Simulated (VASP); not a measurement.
A run of VASP 6.6.1:

INCAR

```
SYSTEM = Ge5P
PREC     = Accurate       ! precision mode
ENCUT    = 520            ! plane-wave cutoff, eV
EDIFF    = 1E-6           ! SCF threshold, eV
ISMEAR   = 0              ! smearing method
SIGMA    = 0.1            ! smearing width, eV
LREAL    = .False.        ! projectors in reciprocal space
LASPH    = .True.         ! aspherical terms in the spheres
NELM     = 60             ! most SCF steps
ALGO     = Normal         ! electronic algorithm
ISIF     = 2              ! what is computed and relaxed
LWAVE    = .False.        ! write WAVECAR
LCHARG   = .False.        ! write CHGCAR
GGA      = PE             ! functional
NBANDS   = 46             ! bands
```

The input KPOINTS:

```
Automatic mesh
0
Gamma
  4 4 4
  0 0 0
```

Contents of POSCAR:

```
Ge5P
1.0
   -3.5999458472      3.5999458472      2.6617706340
    3.5999458472     -3.5999458472      2.6617706340
    3.5999458472      3.5999458472     -2.6617706340
Ge P
5 1
Direct
    0.7564158261      0.7564158261      0.5128316522
    0.2435841739      0.2435841739      0.4871683478
    0.7564158261      0.2435841739      0.0000000000
    0.2435841739      0.7564158261      0.0000000000
    0.5000000000      0.5000000000      0.0000000000
    0.0000000000      0.0000000000      0.0000000000
```

Potentials or basis: VASP PAW PBE potentials, release 64 (Ge_d, P).

The run is started by

```console
$ cat potpaw_PBE.64/Ge_d/POTCAR potpaw_PBE.64/P/POTCAR > POTCAR
$ mpirun -np 1 vasp_std > vasp.out
```

Hardware: 1 thread of Oxide Virtual Turin-like Processor, with other jobs on the host.

Question: Estimate the wall time of this run.

Answer: Wall time 3.5 min on 1 thread of Oxide Virtual Turin-like Processor, with other jobs on the host, peak memory 0.3 GiB. Counts: scf iterations 14, k points 13.
